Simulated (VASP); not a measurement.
Write the native input for VASP 6.6.1 that does the following.

* Task: single point
* Functional: PBE
* Potentials or basis: VASP PAW PBE potentials, release 64 (Ta_pv, As)
* Cutoff: 500 eV
* k mesh: 6 × 6 × 6
* Occupations: gaussian, width 0.2 eV
* Spin: no spin polarisation
* Dipole correction: no
* Further INCAR settings: ALGO = Normal; EDIFF = 1e-06; NBANDS = 15

The structure of TaAs lies in POSCAR:

```
TaAs
1.0
    2.2771416202      1.3147083274      1.8564944789
   -2.2771416202      1.3147083274      1.8564944789
    0.0000000000     -2.6294166549      1.8564944789
Ta As
1 1
Direct
    0.5000000000      0.5000000000      0.5000000000
    0.0000000000      0.0000000000      0.0000000000
```

One way to write it, as run:

INCAR

```
SYSTEM = TaAs
PREC = Accurate ; ENCUT = 500
EDIFF = 1E-6 ; ISMEAR = 0
SIGMA = 0.2 ; LREAL = .FALSE.
LASPH = .TRUE. ; NELM = 120
ALGO = Normal ; ISIF = 2
LWAVE = .FALSE. ; LCHARG = .FALSE.
GGA = PE ; NBANDS = 15
GGA_COMPAT = .FALSE.
```

KPOINTS

```
regular mesh
0
G
  6 6 6
  0 0 0
```

Potentials or basis: VASP PAW PBE potentials, release 64 (Ta_pv, As).

The run is started by

```console
$ cat potpaw_PBE.64/Ta_pv/POTCAR potpaw_PBE.64/As/POTCAR > POTCAR
$ mpirun -np 1 vasp_std > vasp.out
```

It gave:

```json
{
 "Pressure": "0.2 GPa",
 "Band gap on the k mesh": "zero (band 8 reaches 10.61 eV, above the bottom of band 9 at 7.32 eV)"
}
```

Caveat: spin-orbit coupling is left out, which moves the levels of the heavy elements.

Run time: 9.6 s on 1 thread of Intel Xeon 6975P-C, with other jobs on the host, peak memory 0.15 GiB.
